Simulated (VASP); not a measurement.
# GdN in VASP: further runs

GdN is run at these levels: PBE; tasks: single point, relaxation of cell and atoms.

Everything below comes from runs of VASP 6.6.1. Logs are shortened: lines on timing, memory, paths and dates and some standing lists are left out, and cuts for length are marked.

## (1) The cell of the first run

The typed cell holds 4 atoms: a = 3.441 Å, b = 3.441 Å, c = 5.960 Å, α = 90.00°, β = 90.00°, γ = 120.00°.

The cell was built from a structure type or drawn by symmetry, and may not be a known phase.

## (2) Single point, PBE, collinear spin, ferromagnetic start

Input file INCAR:

```
PREC = Accurate ; ENCUT = 520
EDIFF = 1E-6 ; ISMEAR = 0
SIGMA = 0.15 ; LREAL = False
LASPH = True ; NELM = 150
ALGO = Normal ; ISIF = 2
LWAVE = False ; LCHARG = False
ISPIN = 2 ; MAGMOM = 7 7 0 0
LORBIT = 11 ; LMAXMIX = 6
GGA = PE ; NBANDS = 35
```

Input file KPOINTS:

```
Automatic mesh
0
Gamma
  5 5 3
```

Input file POSCAR:

```
GdN
1.0
    3.4410879686      0.0000000028      0.0000000000
   -1.7205439867      2.9800695961      0.0000000000
    0.0000000000      0.0000000000      5.9600152660
Gd N
2 2
Direct
    0.6666666667      0.3333333333      0.7499835204
    0.3333333333      0.6666666667      0.2500164796
    0.0000000000      0.0000000000      0.0000000000
    0.0000000000      0.0000000000      0.5000000000
```

Potentials or basis: VASP PAW PBE potentials, release 64 (Gd, N).

On the command line:

```
> cat potpaw_PBE.64/Gd/POTCAR potpaw_PBE.64/N/POTCAR > POTCAR
> mpirun -np 1 vasp_std > vasp.out
```

OUTCAR:

```text
PREC = Accurate
   ENCUT = 520
   EDIFF = 1E-6
   ISMEAR = 0
   LREAL = False
   LASPH = True
   NELM = 150
   ISIF = 2
   ISPIN = 2
   LORBIT = 11
   GGA = PE

 ion  position               nearest neighbor table
   1  0.667  0.333  0.750-   4 2.48   4 2.48   4 2.48   3 2.48   3 2.48   3 2.48
   2  0.333  0.667  0.250-   4 2.48   4 2.48   4 2.48   3 2.48   3 2.48   3 2.48
   3  0.000  0.000  0.000-   1 2.48   2 2.48   1 2.48   2 2.48   1 2.48   2 2.48
   4  0.000  0.000  0.500-   1 2.48   2 2.48   1 2.48   2 2.48   1 2.48   2 2.48

  LATTYP: Found a hexagonal cell.
 ALAT       =     3.4410879686
 C/A-ratio  =     1.7320147931

  Lattice vectors:

 A1 = (   3.4410879686,   0.0000000028,   0.0000000000)
 A2 = (  -1.7205439867,   2.9800695961,   0.0000000000)
 A3 = (   0.0000000000,   0.0000000000,   5.9600152660)

Analysis of symmetry for initial positions (statically):
=====================================================================
 Subroutine PRICEL returns:
 Original cell was already a primitive cell.

 Routine SETGRP: Setting up the symmetry group for a
 hexagonal supercell.

 Subroutine GETGRP returns: Found 12 space group operations
 (whereof 12 operations were pure point group operations)
 out of a pool of 24 trial point group operations.

The static configuration has the point symmetry D_3d.

Analysis of symmetry for dynamics (positions and initial velocities):
=====================================================================
 Subroutine PRICEL returns:
 Original cell was already a primitive cell.

 Routine SETGRP: Setting up the symmetry group for a
 hexagonal supercell.

 Subroutine GETGRP returns: Found 12 space group operations
 (whereof 12 operations were pure point group operations)
 out of a pool of 24 trial point group operations.

The dynamic configuration has the point symmetry D_3d.

Analysis of structural, dynamic, and magnetic symmetry:
=====================================================================
 Subroutine PRICEL returns:
 Original cell was already a primitive cell.

 Routine SETGRP: Setting up the symmetry group for a
 hexagonal supercell.

 Subroutine GETGRP returns: Found 12 space group operations
 (whereof 12 operations were pure point group operations)
 out of a pool of 24 trial point group operations.

The overall configuration has the point symmetry D_3d.

 Subroutine INISYM returns: Found 12 space group operations
 (whereof 12 operations are pure point group operations),
 and found     1 'primitive' translations

----------------------------------------------------------------------------------------

                                     Primitive cell

  volume of cell :      61.1181

  direct lattice vectors                    reciprocal lattice vectors
     3.441087969  0.000000003  0.000000000     0.290605764  0.167781317  0.000000000
    -1.720543987  2.980069596  0.000000000    -0.000000000  0.335562633  0.000000000
     0.000000000  0.000000000  5.960015266     0.000000000  0.000000000  0.167784805

  length of vectors
     3.441087969  3.441087969  5.960015266     0.335562633  0.335562633  0.167784805

  position of ions in fractional coordinates (direct lattice)
     0.666666667  0.333333333  0.749983520
     0.333333333  0.666666667  0.250016480
     0.000000000  0.000000000  0.000000000
     0.000000000  0.000000000  0.500000000

  ion indices of the primitive-cell ions
   primitive index   ion index
                 1           1
                 2           2
                 3           3
                 4           4

----------------------------------------------------------------------------------------

 KPOINTS: Automatic mesh

Automatic generation of k-mesh.
 Grid dimensions read from file:
 generate k-points for:    5    5    3

 Generating k-lattice:

  Cartesian coordinates                     Fractional coordinates (reciprocal lattice)
     0.058121153  0.033556263  0.000000000     0.200000000 -0.000000000  0.000000000
    -0.000000000  0.067112527  0.000000000     0.000000000  0.200000000  0.000000000
     0.000000000  0.000000000  0.055928268     0.000000000  0.000000000  0.333333333

  Length of vectors
     0.067112527  0.067112527  0.055928268

  Shift w.r.t. Gamma in fractional coordinates (k-lattice)
     0.000000000  0.000000000  0.000000000

 Subroutine IBZKPT returns following result:
 ===========================================

 Found     12 irreducible k-points:

 Following reciprocal coordinates:
            Coordinates               Weight
  0.000000  0.000000  0.000000      1.000000
  0.200000  0.000000  0.000000      6.000000
  0.400000 -0.000000  0.000000      6.000000
  0.200000  0.200000  0.000000      6.000000
  0.400000  0.200000  0.000000      6.000000
  0.000000  0.000000  0.333333      2.000000
  0.200000  0.000000  0.333333      6.000000
 -0.000000  0.200000  0.333333      6.000000
  0.400000 -0.000000  0.333333      6.000000
 -0.000000  0.400000  0.333333      6.000000
  0.200000  0.200000  0.333333     12.000000
  0.400000  0.200000  0.333333     12.000000
   k-points           NKPTS =     12   k-points in BZ     NKDIM =     12   number of bands    NBANDS=     35
   number of dos      NEDOS =    301   number of ions     NIONS =      4
   total plane-waves  NPLWV =  37632
   dimension x,y,z NGX =    28 NGY =   28 NGZ =   48
   dimension x,y,z NGXF=    56 NGYF=   56 NGZF=   96
   ions per type =               2   2
   NGX,Y,Z   is equivalent  to a cutoff of  13.53, 13.53, 13.39 a.u.
   NGXF,Y,Z  is equivalent  to a cutoff of  27.05, 27.05, 26.78 a.u.
 SYSTEM =  unknown system
   PREC   = accura    normal or accurate (medium, high low for compatibility)
   ISTART =      0    job   : 0-new  1-cont  2-samecut
   ICHARG =      2    charge: 1-file 2-atom 10-const
   ISPIN  =      2    spin polarized calculation?
   LNONCOLLINEAR =      F non collinear calculations
   LSORBIT =      F    spin-orbit coupling
   LASPH  =      T    aspherical Exc in radial PAW
   ENCUT  =  520.0 eV  38.22 Ry    6.18 a.u.   6.40  6.40 11.08*2*pi/ulx,y,z
   NELM   =    150;   NELMIN=  2; NELMDL= -5     # of ELM steps
   EDIFF  = 0.1E-05   stopping-criterion for ELM
   LREAL  =      F    real-space projection
   EDIFFG = 0.1E-04   stopping-criterion for IOM
   NSW    =      0    number of steps for IOM
   IBRION =     -1    ionic relax: 0-MD 1-quasi-New 2-CG
   NFREE  =      0    steps in history (QN), initial steepest desc. (CG)
   ISIF   =      2    stress and relaxation
   ISYM   =      2    0-nonsym 1-usesym 2-fastsym
   POTIM  = 0.5000    time-step for ionic-motion
   TEBEG  =    0.0;   TEEND  =   0.0 temperature during run
   PSTRESS=    0.0 pullay stress
   NELECT =      46.0000    total number of electrons
   NUPDOWN=      -1.0000    fix difference up-down
   EMIN   =  10.00;   EMAX   =-10.00  energy-range for DOS
   EFERMI =   0.00;   METHOD = LEGACY
   ISMEAR =     0;   SIGMA  =   0.15  broadening in eV -4-tet -1-fermi 0-gaus
   EFERMI_NEDOS =   21; number of points for ismear=-14 and -15
   IALGO  =     38    algorithm
   IMIX   =      4    mixing-type and parameters
     AMIX     =   0.40;   BMIX     =  1.00
     AMIX_MAG =   1.60;   BMIX_MAG =  1.00
  volume/ion in A,a.u.               =      15.28       103.11
  Fermi-wavevector in a.u.,A,eV,Ry     =   1.489147  2.814080 30.171722  2.217559
  Thomas-Fermi vector in A             =   2.602092
   LORBIT       =     11    0 simple, 1 ext, 2 COOP (PROOUT), +10 PAW based schemes
   GGA     = PE    functional components
   LHFCALC =     F    Hartree Fock is set to
   AEXX    =    0.0000 exact exchange contribution
   IVDW    =     0    specifies the selected vdW correction
   LEPSILON=     F    determine dielectric tensor
   LRPA    =     F    only Hartree local field effects (RPA)
 spin polarized calculation
 Gauss-broadening in eV      SIGMA  =   0.15
  energy-cutoff  :      520.00
  volume of cell :       61.12
 maximum number of plane-waves:      1661
 NGX is ok and might be reduce to    28
   NGX = 13   NGY = 13   NGZ = 23

 number of electron      46.0000005 magnetization       8.8974207

 number of electron      46.0000000 magnetization      13.9998724

 Free energy of the ion-electron system (eV)
  ---------------------------------------------------
  ext. energy  EPLUGINS =         0.00000000
  ---------------------------------------------------
  free energy    TOTEN  =       -45.85373435 eV

  energy without entropy =      -45.84778279  energy(sigma->0) =      -45.85075857

 E-fermi :   4.3689     XC(G=0): -11.6403

 val. band max:        4.2838109827   @ k =   0.4000  -0.0000   0.0000
 cond. band min:       4.4007462147   @ k =   0.2000   0.0000   0.0000
 fundamental gap:      0.1169352321
 Fermi energy:         4.3688832706

 spin component 1

 k-point     1 :       0.0000    0.0000    0.0000
  band No.  band energies     occupation
      1     -39.7225      1.00000
      2     -39.6457      1.00000
      3     -17.8068      1.00000
      4     -16.7750      1.00000
      5     -16.7750      1.00000
      6     -16.7080      1.00000
[... 27 lines left out ...]
     34       7.0065      0.00000
     35       7.8828      0.00000

 k-point     2 :       0.2000    0.0000    0.0000
  band No.  band energies     occupation
      1     -39.6879      1.00000
      2     -39.6241      1.00000
      3     -17.6263      1.00000
      4     -17.1806      1.00000
      5     -17.0496      1.00000
      6     -16.8816      1.00000
[... 27 lines left out ...]
     34       8.5531      0.00000
     35       9.2901      0.00000
[... 340 lines left out ...]
     34       9.1010      0.00000
     35      10.2783      0.00000

 k-point    12 :       0.4000    0.2000    0.3333
  band No.  band energies     occupation
      1     -39.5997      1.00000
      2     -39.5921      1.00000
      3     -17.7510      1.00000
      4     -17.6109      1.00000
      5     -17.2755      1.00000
      6     -17.1654      1.00000
[... 27 lines left out ...]
     34       9.9753      0.00000
     35      10.5325      0.00000
 Fermi energy:         4.3688832706

 spin component 2

 k-point     1 :       0.0000    0.0000    0.0000
  band No.  band energies     occupation
      1     -36.6248      1.00000
      2     -36.5239      1.00000
      3     -15.9571      1.00000
      4     -14.5259      1.00000
      5     -14.5259      1.00000
      6     -14.4647      1.00000
[... 27 lines left out ...]
     34       7.9691      0.00000
     35       8.9473      0.00000

 k-point     2 :       0.2000    0.0000    0.0000
  band No.  band energies     occupation
      1     -36.5806      1.00000
      2     -36.4970      1.00000
      3     -15.7130      1.00000
      4     -15.0858      1.00000
      5     -14.8763      1.00000
      6     -14.6628      1.00000
[... 27 lines left out ...]
     34       9.3412      0.00000
     35      10.2445      0.00000
[... 340 lines left out ...]
     34       9.9545      0.00000
     35      11.1862      0.00000

 k-point    12 :       0.4000    0.2000    0.3333
  band No.  band energies     occupation
      1     -36.4672      1.00000
      2     -36.4574      1.00000
      3     -15.8076      1.00000
      4     -15.5857      1.00000
      5     -15.1661      1.00000
      6     -15.0228      1.00000
[... 27 lines left out ...]
     34      10.9035      0.00000
     35      11.5613      0.00000

------------------------ aborting loop because EDIFF is reached ----------------------------------------

  FORCE on cell =-STRESS in cart. coord.  units (eV):
  Direction    XX          YY          ZZ          XY          YZ          ZX
  --------------------------------------------------------------------------------------
  -------------------------------------------------------------------------------------
  Total       -0.0228395     -0.0228395      0.0062849     -0.0000000     -0.0000000      0.0000000
  in kB       -0.5987251     -0.5987251      0.1647560     -0.0000000     -0.0000000      0.0000000
  external PRESSURE =      -0.3442314 kB  Pullay stress =       0.0000000 kB

 VOLUME and BASIS-vectors are now :
 -----------------------------------------------------------------------------
  energy-cutoff  :      520.00
  volume of cell :       61.12
      direct lattice vectors                 reciprocal lattice vectors
     3.441087969  0.000000003  0.000000000     0.290605764  0.167781317  0.000000000
    -1.720543987  2.980069596  0.000000000    -0.000000000  0.335562633  0.000000000
     0.000000000  0.000000000  5.960015266     0.000000000  0.000000000  0.167784805

 POSITION                                       TOTAL-FORCE (eV/Angst)
 -----------------------------------------------------------------------------------
      1.72054      0.99336      4.46991         0.000000      0.000000      0.002554
     -0.00000      1.98671      1.49010        -0.000000     -0.000000     -0.002554
      0.00000      0.00000      0.00000         0.000000      0.000000      0.000000
      0.00000      0.00000      2.98001         0.000000      0.000000      0.000000
 -----------------------------------------------------------------------------------
    total drift:                               -0.000000      0.000000      0.000000

  FREE ENERGIE OF THE ION-ELECTRON SYSTEM (eV)
  ---------------------------------------------------
  free  energy   TOTEN  =       -45.8537343492 eV

  energy  without entropy=      -45.8477827894  energy(sigma->0) =      -45.85075857

 total charge

# of ion       s       p       d       f       tot
--------------------------------------------------
    1        2.036   5.646   0.560   7.007  15.249
    2        2.036   5.646   0.560   7.007  15.249
    3        1.249   2.388   0.000   0.000   3.637
    4        1.249   2.388   0.000   0.000   3.637
--------------------------------------------------
tot          6.571  16.068   1.120  14.013  37.773

 magnetization (x)

# of ion       s       p       d       f       tot
--------------------------------------------------
    1       -0.004  -0.077   0.087   6.793   6.800
    2       -0.004  -0.077   0.087   6.793   6.800
    3       -0.007  -0.080   0.000   0.000  -0.087
    4       -0.007  -0.080   0.000   0.000  -0.087
--------------------------------------------------
tot         -0.021  -0.315   0.174  13.587  13.426
```

Run time: 9.6 min. Hardware: 1 thread of Intel Xeon Platinum 8259CL at 2.50GHz (Skylake/Cascade Lake), shared host; peak memory 0.25 GiB.

What came out:

```
Free energy                                           : -45.8537 eV
Pressure                                              : 0.0 GPa
Band gap on the k mesh                                : zero (filled and empty bands overlap)
Net moment                                            : 14.00 μB per cell
Site moments                                          : Gd +6.80; N -0.09 μB
Valence electrons inside the program's atomic spheres : Gd 15.25; N 3.64
```

Forces on the atoms (eV/Å):
```
Gd   0.000  0.000  0.003
Gd   0.000  0.000 -0.003
N    0.000  0.000  0.000
N    0.000  0.000  0.000
```

Stress tensor (GPa, compression positive):
```
-0.06  0.00  0.00
 0.00 -0.06  0.00
 0.00  0.00  0.02
```

Caveat: the k points lie up to 0.42 Å⁻¹ apart, too coarse for converged energies and pressures of a metal; spin-orbit coupling is left out, which moves the levels of the heavy elements; semilocal functionals describe open f shells poorly, which spoils levels, moments and volumes. The state reached can hang on the start; a lower one may exist.

## (3) Relaxation of cell and atoms, PBE, collinear spin, ferromagnetic start

This run uses another cell than the first one, of 17.10 Å³/atom.

Input file INCAR:

```
PREC = Accurate ; ENCUT = 600
EDIFF = 1E-6 ; ISMEAR = 0
SIGMA = 0.15 ; LREAL = F
LASPH = T ; NELM = 150
ALGO = Normal ; ISIF = 3
LWAVE = F ; LCHARG = F
ISPIN = 2 ; MAGMOM = 7 7 0 0
LORBIT = 11 ; LMAXMIX = 6
GGA = PE ; IBRION = 2
NSW = 36 ; EDIFFG = -0.08
```

KPOINTS is that of step 2.

Input file POSCAR:

```
GdN
1.0
    3.5813624100      0.0000000000      0.0000000000
   -1.7906812100      3.1015508300      0.0000000000
    0.0000000000      0.0000000000      6.1570439300
Gd N
2 2
Direct
    0.6666666700      0.3333333300      0.7452700100
    0.3333333300      0.6666666700      0.2547299900
    0.0000000000      0.0000000000      0.0000000000
    0.0000000000      0.0000000000      0.5000000000
```

Potentials or basis: VASP PAW PBE potentials, release 64 (Gd, N).

On the command line:

```
> cat potpaw_PBE.64/Gd/POTCAR potpaw_PBE.64/N/POTCAR > POTCAR
> mpirun -np 1 vasp_std > vasp.out
```

It took 24 min on 1 thread of Intel Xeon Platinum 8259CL at 2.50GHz (Skylake/Cascade Lake), shared host; peak memory 0.3 GiB.

Results (log left out):

```
Free energy                                           : -45.8722 eV
Relaxed volume                                        : 15.27 Å³/atom
Relaxed cell                                          : a = 3.439 Å, b = 3.439 Å, c = 5.966 Å, α = 90.00°, β = 90.00°, γ = 120.00°
Space group after relaxing (to 0.1 Å)                 : P6_3/mmc (No. 194)
Energy gained by relaxing                             : 85.4 meV/atom
Ionic steps                                           : 4
Pressure after relaxing                               : -0.2 GPa
Largest force after relaxing                          : 0.073 eV/Å
Band gap on the k mesh                                : zero (filled and empty bands overlap)
Net moment                                            : 14.00 μB per cell
Site moments                                          : Gd +6.80; N -0.09 μB
Valence electrons inside the program's atomic spheres : Gd 15.25; N 3.62
```

Forces in eV/Å, atoms in the order of the input:
```
Gd   0.000  0.000 -0.073
Gd   0.000  0.000  0.073
N    0.000  0.000  0.000
N    0.000  0.000  0.000
```

Stress tensor (GPa, compression positive):
```
-0.02  0.00  0.00
 0.00 -0.02  0.00
 0.00  0.00 -0.43
```

Step by step:
| step | energy change (eV) | largest force (eV/Å) | pressure (GPa) | volume (Å³) |
| --- | --- | --- | --- | --- |
| 1 | 0.0000 | 0.6159 | -12.62 | 68.39 |
| 2 | -0.1134 | 0.0182 | 15.26 | 55.90 |
| 3 | -0.3361 | 0.3375 | 0.29 | 61.03 |
| 4 | -0.3418 | 0.0726 | -0.16 | 61.09 |

Final structure:
```
Gd N
1.0
     3.43858    0.00000    0.00000
    -1.71929    2.97790    0.00000
     0.00000    0.00000    5.96598
Gd N
2 2
Cartesian
  1.7193 0.9926 4.4773
  0.0000 1.9853 1.4887
  0.0000 0.0000 0.0000
  0.0000 0.0000 2.9830
```

Levels at points of the mesh, in eV from the Fermi level:
Spin up:
```
           k point  band 28  band 29  band 30  band 31  band 32  band 33
(0.00, 0.00, 0.00)    -0.86    -0.86     0.43     1.49     2.39     2.64
```
Spin down:
```tsv
k point	band 13	band 14	band 15	band 16	band 17	band 18	band 19	band 20
(0.00, 0.00, 0.00)	-2.02	-1.65	-1.65	-0.48	0.99	1.14	1.72	1.72
```

Caveat: the k points lie up to 0.42 Å⁻¹ apart in the final cell, too coarse for converged energies and pressures of a metal; spin-orbit coupling is left out, which moves the levels of the heavy elements; semilocal functionals describe open f shells poorly, which spoils levels, moments and volumes; the relaxation stopped at a loose force limit of 0.08 eV/Å, so its end isn't a converged minimum. The state reached can hang on the start; a lower one may exist.
